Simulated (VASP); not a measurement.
HfH3, 4 atoms in the cell. The structure is cubic, space group Pm-3m (No. 221). The conventional cell has a = 3.059 Å, b = 3.059 Å, c = 3.059 Å, α = 90.00°, β = 90.00°, γ = 90.00°. Within 2.9 Å of Hf (site symmetry m-3m) lie 12 H at 2.16 Å. Within 2.9 Å of H (site symmetry 4/mmm) lie 4 Hf at 2.16 Å and 8 H at 2.16 Å. 

| Quantity | Value |
| --- | --- |
| Program | VASP 6.6.1 |
| Task | single point |
| Functional | PBEsol |
| Potentials or basis | VASP PAW PBE potentials, release 64 (Hf_pv, H) |
| Cutoff | 520 eV |
| k mesh | 15 × 15 × 15 |
| Occupations | fermi-dirac, width 0.1 eV |
| Spin | no spin polarisation |
| Dipole correction | no |
| Further INCAR settings | ALGO = Normal; EDIFF = 1e-06; NBANDS = 14 |

Potentials or basis: VASP PAW PBE potentials, release 64 (Hf_pv, H).

Launch:

```bash
$ cat potpaw_PBE.64/Hf_pv/POTCAR potpaw_PBE.64/H/POTCAR > POTCAR
$ mpirun -np 1 vasp_std > vasp.out
```

Hardware: 1 thread of Intel Xeon 8259CL, with other jobs on the host.

Task: How long does it take, and how much memory?

Result: It took 39 s on 1 thread of Intel Xeon 8259CL, with other jobs on the host, peak memory 0.17 GiB. Counts: scf iterations 12, k points 120.
